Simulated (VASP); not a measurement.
The system is CdSiN2.

```
CELL_PARAMETERS angstrom
3.06296 0.00000 0.00000
0.00000 3.06296 0.00000
0.00000 0.00000 5.13817
ATOMIC_POSITIONS crystal
Cd 0.00000 0.00000 0.00000
N 0.00000 0.50000 0.31981
N 0.50000 0.00000 0.68019
Si 0.50000 0.50000 0.50000
```

* Program: VASP 6.6.1
* Task: relaxation of cell and atoms
* Functional: r2SCAN
* Potentials or basis: VASP PAW PBE potentials, release 64 (Cd, N, Si)
* Cutoff: 600 eV
* k mesh: 8 × 8 × 4
* Occupations: fermi-dirac, width 0.02 eV
* Spin: no spin polarisation

At the start: pressure -3.7 GPa; volume 12.05 Å³/atom.

Question: Where does the relaxation end?

Answer: Over 8 steps the energy falls by 3.1 meV/atom and the volume is 11.83 Å³/atom (-1.9 %); space group P-4m2 (No. 115, to 0.1 Å) before and after.

Step by step:
| step | energy change (eV) | largest force (eV/Å) | pressure (GPa) | volume (Å³) |
| --- | --- | --- | --- | --- |
| 1 | 0.0000 | 0.1983 | -3.73 | 48.20 |
| 2 | 0.0033 | 0.2112 | 4.67 | 46.27 |
| 3 | -0.0120 | 0.0151 | 0.04 | 47.28 |
| 4 | -0.0120 | 0.0113 | 0.12 | 47.27 |
| 5 | -0.0123 | 0.0129 | 0.06 | 47.28 |
| 6 | -0.0123 | 0.0248 | 0.03 | 47.29 |
| 7 | -0.0123 | 0.0047 | -0.08 | 47.30 |
| 8 | -0.0123 | 0.0026 | -0.05 | 47.30 |

Final structure:
```
Cd N Si
1.0
     3.03768    0.00000    0.00000
     0.00000    3.03768    0.00000
     0.00000    0.00000    5.12603
Cd N Si
1 2 1
Direct
  0.00000 0.00000 0.00000
  0.00000 0.50000 0.32073
  0.50000 0.00000 0.67927
  0.50000 0.50000 0.50000
```

Caveat: the PAW data sets were made with another functional, which shifts forces and pressure a little.
